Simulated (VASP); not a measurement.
A run of VASP 6.6.1 is set up as follows.

INCAR

```
SYSTEM = BN
ALGO = Normal ; EDIFF = 1E-6
ENCUT = 600 ; GGA = PE
GGA_COMPAT = .FALSE. ; ISIF = 2
ISMEAR = 0 ; LASPH = .TRUE.
LCHARG = .TRUE. ; LELF = .TRUE.
LREAL = .FALSE. ; LVHAR = .TRUE.
LWAVE = .FALSE. ; NBANDS = 11
NELM = 120 ; PREC = Accurate
SIGMA = 0.1
```

File KPOINTS:

```
k-points
0
G
  3 2 3
  0 0 0
```

File POSCAR:

```
BN
1.0
    0.0632988810      1.6776805537      1.8257621545
    2.0671216757     -0.0871733480      1.9762343834
    1.8855527993      1.6465839063      0.0943955284
B N
1 1
Direct
    0.0000000000      0.0000000000      0.0000000000
    0.7500000000      0.7500000000      0.7500000000
```

Potentials or basis: VASP PAW PBE potentials, release 64 (B, N).

The run is started by

```bash
$ cat potpaw_PBE.64/B/POTCAR potpaw_PBE.64/N/POTCAR > POTCAR
$ mpirun -np 1 vasp_std > vasp.out
```

(1) Predict the pressure.

(2) What does it give for the largest force?

## Answers

(1) -0.2 GPa.

(2) 0.726 eV/Å.

Caveat: the k points lie up to 1.39 Å⁻¹ apart.
